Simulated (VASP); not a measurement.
Set up this calculation in VASP 6.6.1, as the native input.

* Task: single point
* Functional: PBEsol
* Potentials or basis: VASP PAW PBE potentials, release 64 (Nb_sv)
* Cutoff: 520 eV
* k mesh: 13 × 13 × 13
* Occupations: fermi-dirac, width 0.08 eV
* Spin: no spin polarisation
* Dipole correction: no
* Further INCAR settings: ALGO = Normal; EDIFF = 1e-06; NBANDS = 12

The structure of Nb lies in POSCAR:

```
Nb
1.0
    0.0000000000      2.1079263686      2.1079263686
    2.1079263686      0.0000000000      2.1079263686
    2.1079263686      2.1079263686      0.0000000000
Nb
1
Direct
    0.0000000000      0.0000000000      0.0000000000
```

This cell differs from its parent crystal: volume scaled by 0.99.

One way to write it, as run:

INCAR

```
  ALGO = Normal
  EDIFF = 1E-6
  ENCUT = 520
  GGA = PS
  ISIF = 2
  ISMEAR = -1
  LASPH = True
  LCHARG = False
  LREAL = False
  LWAVE = False
  NBANDS = 12
  NELM = 100
  PREC = Accurate
  SIGMA = 0.08
```

KPOINTS

```
k-points
0
Gamma
  13 13 13
```

Potentials or basis: VASP PAW PBE potentials, release 64 (Nb_sv).

Command:

```sh
$ cat potpaw_PBE.64/Nb_sv/POTCAR > POTCAR
$ mpirun -np 1 vasp_std > vasp.out
```

It gave:

The pressure is -5.4 GPa.

Caveat: the PAW data sets were made with another functional, which shifts forces and pressure a little.

It took 25 s on 1 thread of Intel Xeon 8259CL, on a shared host, peak memory 0.15 GiB.
